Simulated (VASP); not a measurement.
Here is a VASP 6.6.1 calculation.

The input INCAR:

```
SYSTEM = RbCl
PREC = Accurate
ENCUT = 400
EDIFF = 1E-8
ISMEAR = 0
SIGMA = 0.01
LREAL = .FALSE.
LASPH = .TRUE.
NELM = 200
ALGO = Normal
ISIF = 2
LWAVE = .FALSE.
LCHARG = .FALSE.
ISPIN = 2
MAGMOM = 0.14 1.16
LORBIT = 11
NUPDOWN = 2.0
GGA = PE
LEFG = .TRUE.
NBANDS = 19
GGA_COMPAT = .FALSE.
```

KPOINTS

```
Automatic mesh
0
Gamma
  1 1 1
  0.25 0.25 0.25
```

POSCAR

```
RbCl
1.0
    0.0000000000      3.3087073290      3.3087073290
    3.3087073290      0.0000000000      3.3087073290
    3.3087073290      3.3087073290      0.0000000000
Rb Cl
1 1
Direct
    0.0000000000      0.0000000000      0.0000000000
    0.5000000000      0.5000000000      0.5000000000
```

Potentials or basis: VASP PAW PBE potentials, release 64 (Rb_sv, Cl).

Launch:

```console
$ cat potpaw_PBE.64/Rb_sv/POTCAR potpaw_PBE.64/Cl/POTCAR > POTCAR
$ mpirun -np 1 vasp_std > vasp.out
```

Question: Predict the pressure.

Answer: 10.9 GPa.

Caveat: the k points lie up to 1.64 Å⁻¹ apart; without QUAD_EFG the Cq values of the log hold for a quadrupole moment of 1 mb, not for the nuclei; the total moment is fixed, so each spin has its own Fermi level.
